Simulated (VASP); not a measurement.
Wanted: the native input for a VASP 6.6.1 run.

| Quantity | Value |
| --- | --- |
| Task | single point |
| Functional | PBE |
| Potentials or basis | VASP PAW PBE potentials, release 64 (Hg) |
| Cutoff | 520 eV |
| k mesh | 6 × 6 × 6 |
| Occupations | gaussian, width 0.1 eV |
| Spin | no spin polarisation |
| Dipole correction | no |
| Further INCAR settings | ALGO = Normal; EDIFF = 1e-07; NBANDS = 12 |

The structure of Hg lies in POSCAR:

```
Hg
1.0
    2.2339762741     -2.0458582601      0.0000000000
    2.2339762741      2.0458582601      0.0000000000
   -0.3487351701      0.0000000000      3.0398006871
Hg
1
Direct
    0.5000000000      0.5000000000      0.5000000000
```

The input as run:

INCAR

```
ALGO = Normal
EDIFF = 1E-7
ENCUT = 520
GGA = PE
ISIF = 2
ISMEAR = 0
LASPH = T
LCHARG = F
LREAL = F
LWAVE = F
NBANDS = 12
NELM = 60
PREC = Accurate
SIGMA = 0.1
```

KPOINTS

```
k-points
0
Gamma
  6 6 6
```

Potentials or basis: VASP PAW PBE potentials, release 64 (Hg).

Launch:

```bash
$ cat potpaw_PBE.64/Hg/POTCAR > POTCAR
$ mpirun -np 1 vasp_std > vasp.out
```

Results of the run:

| Property | Result |
| --- | --- |
| Pressure | 0.6 GPa |
| Band gap on the k mesh | zero (band 6 reaches 4.99 eV, above the bottom of band 7 at 0.11 eV) |

Caveat: spin-orbit coupling is left out, which moves the levels of the heavy elements.

Run time: 17 s on 1 thread of Intel Xeon 8259CL, with other jobs on the host, peak memory 0.15 GiB.
